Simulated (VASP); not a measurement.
# In2O3 (R-3c) in VASP: a series of runs, part 2 of 2

VASP 6.6.1.

### Step 3. Single point, PBE (epitaxial xy strain +2.0%)

INCAR

```
PREC = Accurate
ENCUT = 520
EDIFF = 1E-6
ISMEAR = -1
SIGMA = 0.02
LREAL = False
LASPH = True
NELM = 100
ALGO = Normal
ISIF = 2
LWAVE = False
LCHARG = False
GGA = PE
NBANDS = 55
```

KPOINTS

```
regular mesh
0
Gamma
  6 6 6
```

POSCAR

```
In2O3
1.0
    2.8089827434      1.6217669431      4.7563898885
   -2.8089827434      1.6217669431      4.7563898885
    0.0000000000     -3.2435338861      4.7563898885
In O
4 6
Direct
    0.6413943942      0.6413943942      0.6413943942
    0.8586056058      0.8586056058      0.8586056058
    0.3586056058      0.3586056058      0.3586056058
    0.1413943942      0.1413943942      0.1413943942
    0.0464280249      0.7500000000      0.4535719751
    0.7500000000      0.4535719751      0.0464280249
    0.4535719751      0.0464280249      0.7500000000
    0.9535719751      0.2500000000      0.5464280249
    0.5464280249      0.9535719751      0.2500000000
    0.2500000000      0.5464280249      0.9535719751
```

Potentials or basis: VASP PAW PBE potentials, release 64 (In_d, O).

Command:

```sh
cat potpaw_PBE.64/In_d/POTCAR potpaw_PBE.64/O/POTCAR > POTCAR
mpirun -np 1 vasp_std > vasp.out
```

OUTCAR:

```text
PREC = Accurate
   ENCUT = 520
   EDIFF = 1E-6
   ISMEAR = -1
   LREAL = False
   LASPH = True
   NELM = 100
   ISIF = 2
   GGA = PE

 ion  position               nearest neighbor table
   1  0.641  0.641  0.641-   8 2.15   9 2.15  10 2.15   7 2.27   6 2.27   5 2.27   2 3.10   3 3.32
                             3 3.32   3 3.32   2 3.64   2 3.64   2 3.64   4 4.02   4 4.02   4 4.02
   2  0.859  0.859  0.859-  10 2.15   9 2.15   8 2.15   7 2.27   5 2.27   6 2.27   1 3.10   4 3.32
                             4 3.32   4 3.32   1 3.64   1 3.64   1 3.64   3 4.02   3 4.02   3 4.02
   3  0.359  0.359  0.359-   5 2.15   7 2.15   6 2.15   9 2.27  10 2.27   8 2.27   4 3.10   1 3.32
                             1 3.32   1 3.32   4 3.64   4 3.64   4 3.64   2 4.02   2 4.02   2 4.02
   4  0.141  0.141  0.141-   6 2.15   7 2.15   5 2.15   9 2.27   8 2.27  10 2.27   3 3.10   2 3.32
                             2 3.32   2 3.32   3 3.64   3 3.64   3 3.64   1 4.02   1 4.02   1 4.02
   5  0.046  0.750  0.454-   3 2.15   4 2.15   2 2.27   1 2.27
   6  0.750  0.454  0.046-   4 2.15   3 2.15   1 2.27   2 2.27
   7  0.454  0.046  0.750-   3 2.15   4 2.15   1 2.27   2 2.27
   8  0.954  0.250  0.546-   1 2.15   2 2.15   4 2.27   3 2.27
   9  0.546  0.954  0.250-   1 2.15   2 2.15   3 2.27   4 2.27
  10  0.250  0.546  0.954-   2 2.15   1 2.15   3 2.27   4 2.27

  LATTYP: Found a trigonal (rhomboedric) cell.
[... 1603 lines left out ...]

  FORCE on cell =-STRESS in cart. coord.  units (eV):
  Direction    XX          YY          ZZ          XY          YZ          ZX
  --------------------------------------------------------------------------------------
  -------------------------------------------------------------------------------------
  Total        0.6481501      0.6481501      4.7554606      0.0000000      0.0000000      0.0000000
  in kB        7.9876670      7.9876670     58.6053090      0.0000000      0.0000000      0.0000000
  external PRESSURE =      24.8602143 kB  Pullay stress =       0.0000000 kB

 VOLUME and BASIS-vectors are now :
 -----------------------------------------------------------------------------
  energy-cutoff  :      520.00
  volume of cell :      130.01
      direct lattice vectors                 reciprocal lattice vectors
     2.808982743  1.621766943  4.756389889     0.178000382  0.102768568  0.070081163
    -2.808982743  1.621766943  4.756389889    -0.178000382  0.102768568  0.070081163
     0.000000000 -3.243533886  4.756389889     0.000000000 -0.205537136  0.070081163

 POSITION                                       TOTAL-FORCE (eV/Angst)
 -----------------------------------------------------------------------------------
      0.00000      0.00000      9.15217         0.000000     -0.000000     -0.105574
      0.00000      0.00000     12.25159         0.000000      0.000000      0.105574
      0.00000      0.00000      5.11700         0.000000      0.000000      0.105574
      0.00000      0.00000      2.01758         0.000000     -0.000000     -0.105574
     -1.97632     -0.17956      5.94549        -0.000465     -0.000805     -0.000000
      0.83266      1.80132      5.94549        -0.000465      0.000805     -0.000000
      1.14366     -1.62177      5.94549         0.000929     -0.000000     -0.000000
      1.97632      0.17956      8.32368         0.000465      0.000805     -0.000000
     -1.14366      1.62177      8.32368        -0.000929     -0.000000     -0.000000
     -0.83266     -1.80132      8.32368         0.000465     -0.000805     -0.000000
 -----------------------------------------------------------------------------------
    total drift:                                0.000000     -0.000000     -0.000000

  FREE ENERGIE OF THE ION-ELECTRON SYSTEM (eV)
  ---------------------------------------------------
  free  energy   TOTEN  =       -55.3988891297 eV

  energy  without entropy=      -55.3988891297  energy(sigma->0) =      -55.39888913
```

OSZICAR:

```text
N       E                     dE             d eps       ncg     rms          rms(c)
DAV:   1     0.125865471165E+04    0.12587E+04   -0.41347E+04  3586   0.229E+03
DAV:   2     0.191931572518E+03   -0.10667E+04   -0.10159E+04  3686   0.640E+02
DAV:   3    -0.452664612179E+02   -0.23720E+03   -0.23019E+03  3914   0.268E+02
DAV:   4    -0.650116530927E+02   -0.19745E+02   -0.19558E+02  4768   0.831E+01
DAV:   5    -0.654443949031E+02   -0.43274E+00   -0.43181E+00  4457   0.129E+01    0.225E+01
DAV:   6    -0.553742788748E+02    0.10070E+02   -0.38161E+01  5324   0.601E+01    0.180E+01
DAV:   7    -0.554633526084E+02   -0.89074E-01   -0.34366E+00  4143   0.111E+01    0.429E+00
DAV:   8    -0.554148166947E+02    0.48536E-01   -0.27699E-01  5449   0.325E+00    0.268E+00
DAV:   9    -0.554003500733E+02    0.14467E-01   -0.66449E-02  5252   0.283E+00    0.485E-01
DAV:  10    -0.553982111244E+02    0.21389E-02   -0.19483E-02  4987   0.136E+00    0.987E-02
DAV:  11    -0.553988391198E+02   -0.62800E-03   -0.21159E-03  4249   0.280E-01    0.113E-01
DAV:  12    -0.553988889621E+02   -0.49842E-04   -0.21464E-04  5346   0.957E-02    0.244E-02
DAV:  13    -0.553988878357E+02    0.11264E-05   -0.19207E-05  4692   0.242E-02    0.116E-02
DAV:  14    -0.553988892999E+02   -0.14642E-05   -0.22666E-06  3208   0.125E-02    0.333E-03
DAV:  15    -0.553988891297E+02    0.17024E-06   -0.28945E-07  2478   0.566E-03
   1 F= -.55398889E+02 E0= -.55398889E+02  d E =-.436251E-11
```

stdout:

```text
POSCAR found type information on POSCAR InO
 POSCAR found :  2 types and      10 ions
 scaLAPACK will be used
 LDA part: xc-table for (Slater+PW92), standard interpolation
 POSCAR, INCAR and KPOINTS ok, starting setup
 FFT: planning ... GRIDC
 FFT: planning ... GRID_SOFT
 FFT: planning ... GRID
 WAVECAR not read
 entering main loop
```

It took 2.6 min on 1 thread of Intel Xeon Platinum 8559C (Emerald Rapids), shared host; peak memory 0.39 GiB.

Results:

| Quantity | Value |
| --- | --- |
| Free energy | -55.3989 eV |
| Pressure | 2.5 GPa |
| Largest force | 0.106 eV/Å |
| Band gap on the k mesh | 0.99 eV (least direct gap 1.14 eV) |

Forces in eV/Å, atoms in the order of the input:
```
In   0.000  0.000 -0.106
In   0.000  0.000  0.106
In   0.000  0.000  0.106
In   0.000  0.000 -0.106
O    0.000 -0.001  0.000
O    0.000  0.001  0.000
O    0.001  0.000  0.000
O    0.000  0.001  0.000
O   -0.001  0.000  0.000
O    0.000 -0.001  0.000
```

Caveat: the cell differs from its parent crystal (epitaxial xy strain +2.0%); spin-orbit coupling is left out, which moves the levels of the heavy elements. A k mesh can miss the band edges.

### Step 4. Single point, PBE (epitaxial xy strain +3.0%)

INCAR

```
SYSTEM = In2O3
  PREC = Accurate
  ENCUT = 520
  EDIFF = 1E-6
  ISMEAR = -1
  SIGMA = 0.02
  LREAL = .False.
  LASPH = .True.
  NELM = 100
  ALGO = Normal
  ISIF = 2
  LWAVE = .False.
  LCHARG = .False.
  GGA = PE
  NBANDS = 55
```

KPOINTS

```
regular mesh
0
Gamma
  6 6 6
  0 0 0
```

POSCAR

```
In2O3
1.0
    2.8365217899      1.6376666190      4.7095946457
   -2.8365217899      1.6376666190      4.7095946457
    0.0000000000     -3.2753332379      4.7095946457
In O
4 6
Direct
    0.6406745828      0.6406745828      0.6406745828
    0.8593254172      0.8593254172      0.8593254172
    0.3593254172      0.3593254172      0.3593254172
    0.1406745828      0.1406745828      0.1406745828
    0.0464653643      0.7500000000      0.4535346357
    0.7500000000      0.4535346357      0.0464653643
    0.4535346357      0.0464653643      0.7500000000
    0.9535346357      0.2500000000      0.5464653643
    0.5464653643      0.9535346357      0.2500000000
    0.2500000000      0.5464653643      0.9535346357
```

Command:

```sh
cat potpaw_PBE.64/In_d/POTCAR potpaw_PBE.64/O/POTCAR > POTCAR
mpirun -np 1 vasp_std > vasp.out
```

Run time: 2.7 min. Hardware: 1 thread of Intel Xeon Platinum 8559C (Emerald Rapids), shared host; peak memory 0.4 GiB.

The run converged. Its results:

```
Free energy            : -55.3472 eV
Pressure               : 0.5 GPa
Largest force          : 0.109 eV/Å
Band gap on the k mesh : 0.86 eV (least direct gap 1.05 eV)
```

Forces in eV/Å, atoms in the order of the input:
```
In   0.000  0.000 -0.109
In   0.000  0.000  0.109
In   0.000  0.000  0.109
In   0.000  0.000 -0.109
O    0.001  0.002  0.000
O    0.001 -0.002  0.000
O   -0.002  0.000  0.000
O   -0.001 -0.002  0.000
O    0.002  0.000  0.000
O   -0.001  0.002  0.000
```

Stress tensor (GPa, compression positive):
```
-2.15  0.00  0.00
 0.00 -2.15  0.00
 0.00  0.00  5.69
```

Levels at points of the mesh, in eV from the valence-band top:
| k point | band 40 | band 41 | band 42 | band 43 | band 44 | band 45 | band 46 | band 47 | band 48 | band 49 |
| --- | --- | --- | --- | --- | --- | --- | --- | --- | --- | --- |
| (0.00, 0.00, 0.00) | -0.29 | -0.24 | -0.24 | -0.19 | -0.19 | 0.86 | 5.18 | 5.88 | 6.44 | 8.63 |
| (0.50, 0.00, 0.00) | -0.96 | -0.63 | -0.63 | -0.07 | -0.07 | 4.51 | 4.51 | 5.48 | 5.48 | 7.93 |
| (0.50, 0.50, 0.00) | -0.91 | -0.62 | -0.33 | -0.11 | -0.06 | 4.81 | 4.97 | 5.84 | 5.98 | 7.12 |
| (0.50, 0.50, 0.50) | -1.05 | -0.31 | -0.31 | -0.31 | -0.31 | 4.06 | 4.06 | 6.57 | 6.57 | 7.88 |

Caveat: the cell differs from its parent crystal (epitaxial xy strain +3.0%); spin-orbit coupling is left out, which moves the levels of the heavy elements. A k mesh can miss the band edges.

### Step 5. Overview

| cell | gap on the mesh (eV) | pressure (GPa) | largest force (eV/Å) |
| --- | --- | --- | --- |
| a = 5.779 Å, angles 57.5°, 10 atoms, epitaxial xy strain +1.0% | 1.11 | 4.6 | 0.10 |
| a = 5.757 Å, angles 58.4°, 10 atoms, epitaxial xy strain +2.0% | 0.99 | 2.5 | 0.11 |
| a = 5.737 Å, angles 59.3°, 10 atoms, epitaxial xy strain +3.0% | 0.86 | 0.5 | 0.11 |

Alike in all rows: task single point; level PBE; potentials or basis VASP PAW PBE potentials, release 64 (In_d, O); no spin polarisation; k mesh 6 × 6 × 6; cutoff (eV) 520; smearing fermi-dirac 0.02 eV.

Caveats: spin-orbit coupling is left out, which moves the levels of the heavy elements; the cell stands under pressure (at least some runs).

Absolute energies hang on the potentials; compare differences alone.
